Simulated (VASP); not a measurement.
# Ge (Fd-3m) in VASP: further runs, part 2 of 2

VASP 6.6.1.

## (3) Electric field gradients, PBEsol (22.18 Å³/atom)

The input, INCAR:

```
SYSTEM = Ge
PREC = Accurate ; ENCUT = 520
EDIFF = 1E-8 ; ISMEAR = -1
SIGMA = 0.05 ; LREAL = .False.
LASPH = .True. ; NELM = 60
ALGO = Normal ; ISIF = 2
LWAVE = .False. ; LCHARG = .False.
GGA = PS ; LEFG = .True.
NBANDS = 21
```

The input, KPOINTS:

```
regular mesh
0
Gamma
  11 11 11
  0 0 0
```

The input, POSCAR:

```
Ge
1.0
    0.0000000000      2.8097843944      2.8097843944
    2.8097843944      0.0000000000      2.8097843944
    2.8097843944      2.8097843944      0.0000000000
Ge
2
Direct
    0.5000000000      0.5000000000      0.5000000000
    0.7500000000      0.7500000000      0.7500000000
```

Potentials or basis: VASP PAW PBE potentials, release 64 (Ge_d).

On the command line:

```sh
$ cat potpaw_PBE.64/Ge_d/POTCAR > POTCAR
$ mpirun -np 1 vasp_std > vasp.out
```

OUTCAR:

```text
SYSTEM = Ge
   PREC = Accurate
   ENCUT = 520
   EDIFF = 1E-8
   ISMEAR = -1
   LREAL = .False.
   LASPH = .True.
   NELM = 60
   ISIF = 2
   GGA = PS

 ion  position               nearest neighbor table
   1  0.500  0.500  0.500-   2 2.43   2 2.43   2 2.43   2 2.43
   2  0.750  0.750  0.750-   1 2.43   1 2.43   1 2.43   1 2.43

  LATTYP: Found a face centered cubic cell.
 ALAT       =     5.6195687888

  Lattice vectors:

 A1 = (   0.0000000000,   2.8097843944,   2.8097843944)
 A2 = (   2.8097843944,   0.0000000000,   2.8097843944)
 A3 = (   2.8097843944,   2.8097843944,   0.0000000000)

Analysis of symmetry for initial positions (statically):
=====================================================================
 Subroutine PRICEL returns:
 Original cell was already a primitive cell.

 Routine SETGRP: Setting up the symmetry group for a
 face centered cubic supercell.

 Subroutine GETGRP returns: Found 48 space group operations
 (whereof 24 operations were pure point group operations)
 out of a pool of 48 trial point group operations.

The static configuration has the point symmetry T_d .
 The point group associated with its full space group is O_h .

Analysis of symmetry for dynamics (positions and initial velocities):
=====================================================================
 Subroutine PRICEL returns:
 Original cell was already a primitive cell.

 Routine SETGRP: Setting up the symmetry group for a
 face centered cubic supercell.

 Subroutine GETGRP returns: Found 48 space group operations
 (whereof 24 operations were pure point group operations)
 out of a pool of 48 trial point group operations.
[... 158 lines left out ...]
  band No.  band energies     occupation
      1     -19.7317      2.00000
      2     -19.7317      2.00000
      3     -19.7317      2.00000
      4     -19.6935      2.00000
      5     -19.6935      2.00000
      6     -19.4701      2.00000
[... 565 lines left out ...]
     20      14.6548      0.00000
     21      14.9333      0.00000

 [... further k-points ...]

------------------------ aborting loop because EDIFF is reached ----------------------------------------

  FORCE on cell =-STRESS in cart. coord.  units (eV):
  Direction    XX          YY          ZZ          XY          YZ          ZX
  --------------------------------------------------------------------------------------
  -------------------------------------------------------------------------------------
  Total        0.5685229      0.5685229      0.5685229      0.0000000      0.0000000      0.0000000
  in kB       20.5309729     20.5309729     20.5309729      0.0000000      0.0000000      0.0000000
  external PRESSURE =      20.5309729 kB  Pullay stress =       0.0000000 kB

 VOLUME and BASIS-vectors are now :
 -----------------------------------------------------------------------------
  energy-cutoff  :      520.00
  volume of cell :       44.37
      direct lattice vectors                 reciprocal lattice vectors
     0.000000000  2.809784394  2.809784394    -0.177949597  0.177949597  0.177949597
     2.809784394  0.000000000  2.809784394     0.177949597 -0.177949597  0.177949597
     2.809784394  2.809784394  0.000000000     0.177949597  0.177949597 -0.177949597

 POSITION                                       TOTAL-FORCE (eV/Angst)
 -----------------------------------------------------------------------------------
      2.80978      2.80978      2.80978         0.000000      0.000000     -0.000000
      4.21468      4.21468      4.21468        -0.000000     -0.000000      0.000000
 -----------------------------------------------------------------------------------
    total drift:                                0.000000     -0.000000     -0.000000

  FREE ENERGIE OF THE ION-ELECTRON SYSTEM (eV)
  ---------------------------------------------------
  free  energy   TOTEN  =        -9.8646398901 eV

  energy  without entropy=       -9.8642786670  energy(sigma->0) =       -9.86445928

 Electric field gradients (V/A^2)
---------------------------------------------------------------------
 ion       V_xx      V_yy      V_zz      V_xy      V_xz      V_yz
---------------------------------------------------------------------
   1       0.000    -0.000    -0.000     0.002     0.002     0.002
   2      -0.000    -0.000    -0.000     0.002     0.002     0.002
---------------------------------------------------------------------

 Electric field gradients after diagonalization (V/A^2)
 (convention: |V_zz| > |V_xx| > |V_yy|)
----------------------------------------------------------------------
 ion       V_xx      V_yy      V_zz     asymmetry (V_yy - V_xx)/ V_zz
----------------------------------------------------------------------
   1      -0.002    -0.002     0.005       0.000
   2      -0.002    -0.002     0.005       0.000
----------------------------------------------------------------------

           NMR quadrupolar parameters

 Cq : quadrupolar parameter    Cq=e*Q*V_zz/h
 eta: asymmetry parameters     (V_yy - V_xx)/ V_zz
 Q  : nuclear electric quadrupole moment in mb (millibarn)
----------------------------------------------------------------------
 ion       Cq(MHz)       eta       Q (mb)
----------------------------------------------------------------------
   1       0.000       0.000       1.000
   2       0.000       0.000       1.000
----------------------------------------------------------------------
```

OSZICAR:

```text
N       E                     dE             d eps       ncg     rms          rms(c)
DAV:   1     0.191425938267E+03    0.19143E+03   -0.14690E+04  2622   0.366E+03
DAV:   2     0.176728559014E+02   -0.17375E+03   -0.16758E+03  2362   0.614E+02
DAV:   3    -0.913723315439E+01   -0.26810E+02   -0.26643E+02  2727   0.142E+02
DAV:   4    -0.100120719977E+02   -0.87484E+00   -0.87445E+00  2632   0.305E+01
DAV:   5    -0.100261208774E+02   -0.14049E-01   -0.14049E-01  2717   0.426E+00    0.335E+00
DAV:   6    -0.991590374085E+01    0.11022E+00   -0.37494E-02  3141   0.225E+00    0.191E+00
DAV:   7    -0.986348481642E+01    0.52419E-01   -0.62144E-02  2533   0.244E+00    0.159E-01
DAV:   8    -0.986453734615E+01   -0.10525E-02   -0.70178E-03  2709   0.115E+00    0.503E-02
DAV:   9    -0.986462405935E+01   -0.86713E-04   -0.23038E-04  2803   0.220E-01    0.119E-02
DAV:  10    -0.986463932901E+01   -0.15270E-04   -0.20483E-05  3051   0.377E-02    0.548E-03
DAV:  11    -0.986464034903E+01   -0.10200E-05   -0.54001E-06  3225   0.387E-02    0.156E-03
DAV:  12    -0.986463993147E+01    0.41755E-06   -0.94447E-07  3170   0.193E-02    0.273E-04
DAV:  13    -0.986463990749E+01    0.23982E-07   -0.19281E-08  2225   0.143E-03    0.130E-04
DAV:  14    -0.986463988794E+01    0.19552E-07   -0.53400E-09  1546   0.139E-03    0.329E-05
DAV:  15    -0.986463989011E+01   -0.21755E-08   -0.86073E-10  1381   0.426E-04
   1 F= -.98646399E+01 E0= -.98644593E+01  d E =-.361223E-03
```

stdout:

```text
POSCAR found type information on POSCAR Ge
 POSCAR found :  1 types and       2 ions
 scaLAPACK will be used
 -----------------------------------------------------------------------------
|                                                                             |
|                                                                             |
|     You enforced a specific xc type in the INCAR file but a different       |
|     I HOPE YOU KNOW WHAT YOU ARE DOING!                                     |
|                                                                             |
 -----------------------------------------------------------------------------

 LDA part: xc-table for (Slater+PW92), standard interpolation
 POSCAR, INCAR and KPOINTS ok, starting setup
 FFT: planning ... GRIDC
 FFT: planning ... GRID_SOFT
 FFT: planning ... GRID
 WAVECAR not read
 entering main loop
ion   1

ion   2
```

It took 63 s on 1 thread of Intel Xeon 8259CL, shared host; peak memory 0.19 GiB.

Results:

| Quantity | Value |
| --- | --- |
| Free energy | -9.8646 eV |
| Pressure | 2.1 GPa |
| Band gap on the k mesh | 0.18 eV |
| Largest electric field gradient by atom | zero within the noise of the run |

Caveat: the PAW data sets were made with another functional, which shifts forces and pressure a little; an odd mesh through Γ misses points on the zone boundary, where band edges can lie.
